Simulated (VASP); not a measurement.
# Hg (P-1) in VASP: further runs

The runs below take Hg through single point, with PBE.

Everything below comes from runs of VASP 6.6.1. Logs are shortened: lines on timing, memory, paths and dates and some standing lists are left out, and cuts for length are marked.

### Step 1. The cell of the first run

The typed cell holds 1 atom: a = 3.049 Å, b = 2.975 Å, c = 2.967 Å, α = 70.52°, β = 70.91°, γ = 70.11°.

### Step 2. Single point, PBE (equal xy, yz and zx shear strains of +2 %)

File INCAR:

```
SYSTEM = Hg
PREC = Accurate
ENCUT = 520
EDIFF = 1E-6
ISMEAR = -1
SIGMA = 0.03
LREAL = .FALSE.
LASPH = .TRUE.
NELM = 100
ALGO = Normal
ISIF = 2
LWAVE = .FALSE.
LCHARG = .TRUE.
GGA = PE
LELF = .TRUE.
LVHAR = .TRUE.
NBANDS = 12
```

File KPOINTS:

```
Automatic mesh
0
G
  12 12 12
  0 0 0
```

File POSCAR:

```
Hg
1.0
    1.7623286176      1.0384562332      2.2612881668
   -1.6976722930      1.0038562240      2.2266881577
    0.0023636754     -1.9752924571      2.2140236754
Hg
1
Direct
    0.0000000000      0.0000000000      0.0000000000
```

Potentials or basis: VASP PAW PBE potentials, release 64 (Hg).

On the command line:

```bash
cat potpaw_PBE.64/Hg/POTCAR > POTCAR
mpirun -np 1 vasp_std > vasp.out
```

OUTCAR:

```text
SYSTEM = Hg
   PREC = Accurate
   ENCUT = 520
   EDIFF = 1E-6
   ISMEAR = -1
   LREAL = .FALSE.
   LASPH = .TRUE.
   NELM = 100
   ISIF = 2
   GGA = PE

 ion  position               nearest neighbor table
   1  0.000  0.000  0.000-

  LATTYP: Found a triclinic cell.
 ALAT       =     5.6824848294
 B/A-ratio  =     0.6036273803
 C/A-ratio  =     1.5667832792
 COS(alpha) =     0.0012373560
 COS(beta)  =     0.4066170073
 COS(gamma) =     0.9043053972

  Lattice vectors:

 A1 = (  -1.7023996438,   4.9544411382,  -2.2013591931)
 A2 = (  -1.7000359684,   2.9791486811,   0.0126644823)
 A3 = (   5.1529458528,   2.9813286994,  -6.6201354994)

Analysis of symmetry for initial positions (statically):
=====================================================================
 Subroutine PRICEL returns:
 Original cell was already a primitive cell.

 Routine SETGRP: Setting up the symmetry group for a
 triclinic supercell.

 Subroutine GETGRP returns: Found  2 space group operations
 (whereof  2 operations were pure point group operations)
 out of a pool of  2 trial point group operations.

The static configuration has the point symmetry S_2 .

Analysis of symmetry for dynamics (positions and initial velocities):
=====================================================================
 Subroutine PRICEL returns:
 Original cell was already a primitive cell.

 Routine SETGRP: Setting up the symmetry group for a
 triclinic supercell.

 Subroutine GETGRP returns: Found  2 space group operations
 (whereof  2 operations were pure point group operations)
 out of a pool of  2 trial point group operations.

The dynamic configuration has the point symmetry S_2 .

 Subroutine INISYM returns: Found  2 space group operations
 (whereof  2 operations are pure point group operations),
 and found     1 'primitive' translations

----------------------------------------------------------------------------------------

                                     Primitive cell

  volume of cell :      23.1546

  direct lattice vectors                    reciprocal lattice vectors
     1.762328618  1.038456233  2.261288167     0.285944448  0.162557510  0.144724172
    -1.697672293  1.003856224  2.226688158    -0.292204567  0.168281757  0.150448419
     0.002363675 -1.975292457  2.214023675     0.001827285 -0.335272101  0.152543639

  length of vectors
     3.049199514  2.974551846  2.967100725     0.359352553  0.369238386  0.368348045

  position of ions in fractional coordinates (direct lattice)
     0.000000000  0.000000000  0.000000000

  ion indices of the primitive-cell ions
   primitive index   ion index
                 1           1

----------------------------------------------------------------------------------------

 KPOINTS: Automatic mesh

Automatic generation of k-mesh.
 Grid dimensions read from file:
 generate k-points for:   12   12   12

 Generating k-lattice:

  Cartesian coordinates                     Fractional coordinates (reciprocal lattice)
     0.023828704  0.013546459  0.012060348     0.083333333  0.000000000  0.000000000
    -0.024350381  0.014023480  0.012537368     0.000000000  0.083333333  0.000000000
     0.000152274 -0.027939342  0.012711970     0.000000000  0.000000000  0.083333333

  Length of vectors
     0.029946046  0.030769865  0.030695670

  Shift w.r.t. Gamma in fractional coordinates (k-lattice)
     0.000000000  0.000000000  0.000000000

 Subroutine IBZKPT returns following result:
 ===========================================

 Found    868 irreducible k-points:

 Following reciprocal coordinates:
            Coordinates               Weight
  0.000000  0.000000  0.000000      1.000000
  0.083333 -0.000000 -0.000000      2.000000
  0.166667  0.000000 -0.000000      2.000000
  0.250000 -0.000000  0.000000      2.000000
  0.333333 -0.000000 -0.000000      2.000000
  0.416667 -0.000000 -0.000000      2.000000
[... 16 lines left out ...]
  0.250000  0.166667  0.000000      2.000000
  0.333333  0.166667  0.000000      2.000000
 [... further k-points ...]
   k-points           NKPTS =    868   k-points in BZ     NKDIM =    868   number of bands    NBANDS=     12
   number of dos      NEDOS =    301   number of ions     NIONS =      1
   total plane-waves  NPLWV =  13824
   dimension x,y,z NGX =    24 NGY =   24 NGZ =   24
   dimension x,y,z NGXF=    48 NGYF=   48 NGZF=   48
   ions per type =               1
   NGX,Y,Z   is equivalent  to a cutoff of  13.09, 13.41, 13.45 a.u.
   NGXF,Y,Z  is equivalent  to a cutoff of  26.17, 26.83, 26.89 a.u.
 SYSTEM =  Hg
   PREC   = accura    normal or accurate (medium, high low for compatibility)
   ISTART =      0    job   : 0-new  1-cont  2-samecut
   ICHARG =      2    charge: 1-file 2-atom 10-const
   ISPIN  =      1    spin polarized calculation?
   LNONCOLLINEAR =      F non collinear calculations
   LSORBIT =      F    spin-orbit coupling
   LASPH  =      T    aspherical Exc in radial PAW
   ENCUT  =  520.0 eV  38.22 Ry    6.18 a.u.   5.67  5.53  5.52*2*pi/ulx,y,z
   NELM   =    100;   NELMIN=  2; NELMDL= -5     # of ELM steps
   EDIFF  = 0.1E-05   stopping-criterion for ELM
   LREAL  =      F    real-space projection
   EDIFFG = 0.1E-04   stopping-criterion for IOM
   NSW    =      0    number of steps for IOM
   IBRION =     -1    ionic relax: 0-MD 1-quasi-New 2-CG
   NFREE  =      0    steps in history (QN), initial steepest desc. (CG)
   ISIF   =      2    stress and relaxation
   ISYM   =      2    0-nonsym 1-usesym 2-fastsym
   POTIM  = 0.5000    time-step for ionic-motion
   TEBEG  =    0.0;   TEEND  =   0.0 temperature during run
   PSTRESS=    0.0 pullay stress
   NELECT =      12.0000    total number of electrons
   NUPDOWN=      -1.0000    fix difference up-down
   EMIN   =  10.00;   EMAX   =-10.00  energy-range for DOS
   EFERMI =   0.00;   METHOD = LEGACY
   ISMEAR =    -1;   SIGMA  =   0.03  broadening in eV -4-tet -1-fermi 0-gaus
   EFERMI_NEDOS =   21; number of points for ismear=-14 and -15
   IALGO  =     38    algorithm
   IMIX   =      4    mixing-type and parameters
     AMIX     =   0.40;   BMIX     =  1.00
     AMIX_MAG =   1.60;   BMIX_MAG =  1.00
  volume/ion in A,a.u.               =      23.15       156.25
  Fermi-wavevector in a.u.,A,eV,Ry     =   1.314992  2.484974 23.527234  1.729203
  Thomas-Fermi vector in A             =   2.445206
   LORBIT       =      0    0 simple, 1 ext, 2 COOP (PROOUT), +10 PAW based schemes
   GGA     = PE    functional components
[... 5 lines left out ...]
 non-spin polarized calculation
  energy-cutoff  :      520.00
  volume of cell :       23.15
 maximum number of plane-waves:       647
   NGX = 11   NGY = 11   NGZ = 11

 number of electron      12.0000000 magnetization

 Free energy of the ion-electron system (eV)
  ---------------------------------------------------
  ext. energy  EPLUGINS =         0.00000000
  ---------------------------------------------------
  free energy    TOTEN  =        -0.07464641 eV

  energy without entropy =       -0.07347490  energy(sigma->0) =       -0.07406065

 E-fermi :   2.9232     XC(G=0): -10.9445

 val. band max:        2.9181596036   @ k =  -0.4167   0.0000   0.4167
 cond. band min:       2.9248654474   @ k =  -0.0833  -0.4167   0.4167
 fundamental gap:      0.0067058438
 Fermi energy:         2.9232152500

 k-point     1 :       0.0000    0.0000    0.0000
  band No.  band energies     occupation
      1      -6.3863      2.00000
      2      -4.8775      2.00000
      3      -4.8031      2.00000
      4      -3.5202      2.00000
      5      -3.3718      2.00000
      6      -3.3278      2.00000
      7      14.7672      0.00000
      8      15.6805      0.00000
      9      16.0571      0.00000
     10      19.9634      0.00000
     11      21.2966      0.00000
     12      21.7690      0.00000

 k-point     2 :       0.0833   -0.0000   -0.0000
  band No.  band energies     occupation
      1      -6.2447      2.00000
      2      -4.8675      2.00000
      3      -4.7571      2.00000
      4      -3.5115      2.00000
      5      -3.3838      2.00000
      6      -3.3346      2.00000
      7      13.3576      0.00000
      8      15.6700      0.00000
      9      16.1368      0.00000
     10      20.9766      0.00000
     11      21.6277      0.00000
     12      21.7606      0.00000

 k-point     3 :       0.1667    0.0000   -0.0000
  band No.  band energies     occupation
      1      -5.8935      2.00000
      2      -4.8503      2.00000
      3      -4.5542      2.00000
      4      -3.4856      2.00000
      5      -3.4089      2.00000
      6      -3.3389      2.00000
      7      10.7069      0.00000
      8      15.8394      0.00000
      9      16.3052      0.00000
     10      21.1299      0.00000
     11      21.3210      0.00000
     12      22.7746      0.00000
[... 286 lines left out ...]
 k-point    23 :       0.2500    0.1667    0.0000
  band No.  band energies     occupation
      1      -5.2997      2.00000
      2      -4.5957      2.00000
      3      -4.2446      2.00000
      4      -3.5920      2.00000
      5      -3.4152      2.00000
      6      -3.2737      2.00000
      7       9.9414      0.00000
      8      14.6074      0.00000
      9      15.4211      0.00000
     10      16.7729      0.00000
     11      20.8718      0.00000
     12      23.3620      0.00000

 k-point    24 :       0.3333    0.1667    0.0000
  band No.  band energies     occupation
      1      -5.2268      2.00000
      2      -4.4858      2.00000
      3      -4.1997      2.00000
      4      -3.4347      2.00000
      5      -3.2243      2.00000
      6      -2.7076      2.00000
      7       7.1906      0.00000
      8      14.3832      0.00000
      9      15.1979      0.00000
     10      17.2826      0.00000
     11      20.1925      0.00000
     12      23.3511      0.00000

 [... further k-points ...]

------------------------ aborting loop because EDIFF is reached ----------------------------------------

  FORCE on cell =-STRESS in cart. coord.  units (eV):
  Direction    XX          YY          ZZ          XY          YZ          ZX
  --------------------------------------------------------------------------------------
  -------------------------------------------------------------------------------------
  Total        0.8647470      0.9140649      1.0724827     -0.0505925     -0.0321080     -0.0694805
  in kB       59.8360410     63.2485849     74.2102834     -3.5007405     -2.2217111     -4.8076938
  external PRESSURE =      65.7649698 kB  Pullay stress =       0.0000000 kB

 VOLUME and BASIS-vectors are now :
 -----------------------------------------------------------------------------
  energy-cutoff  :      520.00
  volume of cell :       23.15
      direct lattice vectors                 reciprocal lattice vectors
     1.762328618  1.038456233  2.261288167     0.285944448  0.162557510  0.144724172
    -1.697672293  1.003856224  2.226688158    -0.292204567  0.168281757  0.150448419
     0.002363675 -1.975292457  2.214023675     0.001827285 -0.335272101  0.152543639

 POSITION                                       TOTAL-FORCE (eV/Angst)
 -----------------------------------------------------------------------------------
      0.00000      0.00000      0.00000         0.000000      0.000000      0.000000
 -----------------------------------------------------------------------------------
    total drift:                                0.000000     -0.000000      0.000000

  FREE ENERGIE OF THE ION-ELECTRON SYSTEM (eV)
  ---------------------------------------------------
  free  energy   TOTEN  =        -0.0746464070 eV

  energy  without entropy=       -0.0734748995  energy(sigma->0) =       -0.07406065
```

Wall time 46 s (1 thread of Intel Xeon 6975P-C (Granite Rapids), shared host); peak memory 0.33 GiB.

Results:

| Property | Result |
| --- | --- |
| Free energy | -0.0746 eV |
| Pressure | 6.6 GPa |
| Band gap on the k mesh | zero (bands 6 and 7 overlap by 3.41 eV) |

Stress tensor (GPa, compression positive):
```
 5.98 -0.35 -0.48
-0.35  6.32 -0.22
-0.48 -0.22  7.42
```

Levels at points of the mesh, in eV from the Fermi level:
```
           k point  band 2  band 3  band 4  band 5  band 6  band 7  band 8  band 9  band 10  band 11
(0.00, 0.00, 0.00)   -7.80   -7.73   -6.44   -6.30   -6.25   11.84   12.76   13.13    17.04    18.37
(0.50, 0.00, 0.00)   -7.82   -6.45   -6.30   -5.94   -2.46   -2.12   12.59   13.04    17.72    17.83
(0.00, 0.50, 0.00)   -7.78   -6.45   -6.34   -5.93   -2.00   -1.97   11.85   12.92    17.17    17.26
(0.50, 0.50, 0.00)   -8.05   -6.16   -5.98   -5.50   -0.26    0.64    4.78   10.16    10.37    15.84
(0.00, 0.00, 0.50)   -7.73   -6.48   -6.37   -5.94   -2.02   -1.98   12.20   13.01    16.98    17.49
(0.50, 0.00, 0.50)   -8.05   -6.17   -5.97   -5.48   -0.12    0.81    4.56    9.96    10.25    15.72
(0.00, 0.50, 0.50)   -8.11   -6.24   -6.02   -5.42   -0.03    1.05    5.00    9.59    10.36    15.11
(0.50, 0.50, 0.50)   -7.42   -7.31   -5.63   -5.50   -0.18    1.35    9.35    9.57    11.12    15.09
```

Caveat: the cell differs from its parent crystal (equal xy, yz and zx shear strains of +2 %); the cell stands under pressure; spin-orbit coupling is left out, which moves the levels of the heavy elements.

### Step 3. Single point, PBE (xy shear strain of +1.5 %)

File INCAR:

```
PREC = Accurate ; ENCUT = 520
EDIFF = 1E-7 ; ISMEAR = -1
SIGMA = 0.03 ; LREAL = F
LASPH = T ; NELM = 100
ALGO = Normal ; ISIF = 2
LWAVE = F ; LCHARG = F
GGA = PE ; NBANDS = 12
```

File KPOINTS:

```
Automatic mesh
0
Gamma
  12 12 12
```

File POSCAR:

```
Hg
1.0
    1.7374915770      1.0117912320      2.2340000000
   -1.7225093336      0.9858412252      2.2340000000
   -0.0149822434     -1.9976324571      2.2340000000
Hg
1
Direct
    0.0000000000      0.0000000000      0.0000000000
```

Potentials or basis: VASP PAW PBE potentials, release 64 (Hg).

On the command line:

```bash
cat potpaw_PBE.64/Hg/POTCAR > POTCAR
mpirun -np 1 vasp_std > vasp.out
```

It took 47 s on 1 thread of Intel Xeon 6975P-C (Granite Rapids), shared host; peak memory 0.33 GiB.

It converged, with:

```yaml
Free_energy: -0.0764 eV
Pressure: 6.5 GPa
Band_gap_on_the_k_mesh: zero (bands 6 and 7 overlap by 3.32 eV)
```

Stress tensor (GPa, compression positive):
```
 6.13  0.02 -0.21
 0.02  6.14  0.01
-0.21  0.01  7.31
```

Levels at points of the mesh, in eV from the Fermi level:
| k point | band 2 | band 3 | band 4 | band 5 | band 6 | band 7 | band 8 | band 9 | band 10 | band 11 |
| --- | --- | --- | --- | --- | --- | --- | --- | --- | --- | --- |
| (0.00, 0.00, 0.00) | -7.73 | -7.71 | -6.41 | -6.25 | -6.23 | 12.25 | 12.65 | 12.93 | 17.25 | 18.45 |
| (0.50, 0.00, 0.00) | -7.73 | -6.44 | -6.30 | -5.91 | -2.21 | -2.02 | 12.63 | 12.95 | 17.30 | 17.82 |
| (0.00, 0.50, 0.00) | -7.75 | -6.41 | -6.29 | -5.89 | -2.04 | -1.96 | 12.35 | 12.59 | 17.40 | 17.47 |
| (0.50, 0.50, 0.00) | -8.03 | -6.15 | -5.95 | -5.43 | -0.10 | 0.86 | 4.81 | 10.10 | 10.19 | 15.58 |
| (0.00, 0.00, 0.50) | -7.74 | -6.42 | -6.30 | -5.90 | -2.12 | -1.99 | 12.49 | 12.77 | 17.35 | 17.65 |
| (0.50, 0.00, 0.50) | -8.02 | -6.14 | -5.94 | -5.43 | -0.05 | 0.90 | 4.64 | 10.04 | 10.15 | 15.63 |
| (0.00, 0.50, 0.50) | -8.04 | -6.16 | -5.97 | -5.43 | -0.15 | 0.83 | 4.98 | 10.04 | 10.34 | 15.54 |
| (0.50, 0.50, 0.50) | -7.36 | -7.29 | -5.54 | -5.52 | -0.15 | 1.37 | 9.37 | 9.60 | 11.15 | 15.10 |

Caveat: the cell differs from its parent crystal (xy shear strain of +1.5 %); the cell stands under pressure; spin-orbit coupling is left out, which moves the levels of the heavy elements.
